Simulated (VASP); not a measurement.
Runs of VASP 6.6.1 on Cu. The structure is that of space group I4/mmm (No. 139), or close to it. The cells are those of the table. 

```tsv
cell	further INCAR settings	gap on the mesh (eV)	pressure (GPa)
a = 2.490, b = 2.490, c = 2.777 Å, angles 56.1, 56.1, 67.8°, 1 atom	ALGO = Fast; EDIFF = 1e-06; NBANDS = 12	none	(b)
a = 2.789, b = 2.789, c = 2.277 Å, angles 65.9, 65.9, 48.2°, 1 atom	ALGO = Fast; EDIFF = 1e-07; NBANDS = 12	none	13.3
a = 2.657, b = 2.657, c = 2.405 Å, angles 63.1, 63.1, 53.8°, 1 atom	ALGO = Fast; EDIFF = 1e-06; NBANDS = 12	none	(a)
a = 2.847, b = 2.847, c = 2.233 Å, angles 66.9, 66.9, 46.2°, 1 atom	ALGO = Fast; EDIFF = 1e-07; NBANDS = 12	none	19.0
a = 2.525, b = 2.525, c = 2.628 Å, angles 58.6, 58.6, 62.7°, 1 atom	ALGO = Fast; EDIFF = 1e-06; NBANDS = 12	none	2.4
```

Alike in all rows: task single point; level PBE; potentials or basis VASP PAW PBE potentials, release 64 (Cu); no spin polarisation; k mesh 24 × 24 × 24; cutoff (eV) 520; smearing gaussian 0.15 eV.

**Question.** Estimate the missing entries.

**Answer.** (a) 4.6; (b) 3.2.

A gap of «none» marks levels without a gap at the run's occupations.
